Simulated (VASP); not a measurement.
A run of VASP 6.6.1:

The input INCAR:

```
ALGO = Normal
EDIFF = 1E-6
ENCUT = 520
GGA = PE
ISIF = 2
ISMEAR = -1
LASPH = True
LCHARG = True
LELF = True
LREAL = False
LVHAR = True
LWAVE = False
NBANDS = 20
NELM = 60
PREC = Accurate
SIGMA = 0.1
```

File KPOINTS:

```
k-points
0
Gamma
  14 14 8
```

File POSCAR:

```
Ga
1.0
    2.8316555251      0.0000000000      0.0000000000
   -1.4158277626      2.4522856195      0.0000000000
    0.0000000000      0.0000000000      4.8437362242
Ga
2
Direct
    0.3333333333      0.6666666667      0.2500000000
    0.6666666667      0.3333333333      0.7500000000
```

Potentials or basis: VASP PAW PBE potentials, release 64 (Ga_d).

Command:

```bash
$ cat potpaw_PBE.64/Ga_d/POTCAR > POTCAR
$ mpirun -np 1 vasp_std > vasp.out
```

Hardware: 1 thread of Intel(R) Xeon(R) Platinum 8488C (Sapphire Rapids), with other jobs on the host.

Problem. How long does it take, and how much memory?

Solution. It took 30 s on 1 thread of Intel(R) Xeon(R) Platinum 8488C (Sapphire Rapids) (shared host), peak memory 0.19 GiB. Counts: scf iterations 11, k points 120.
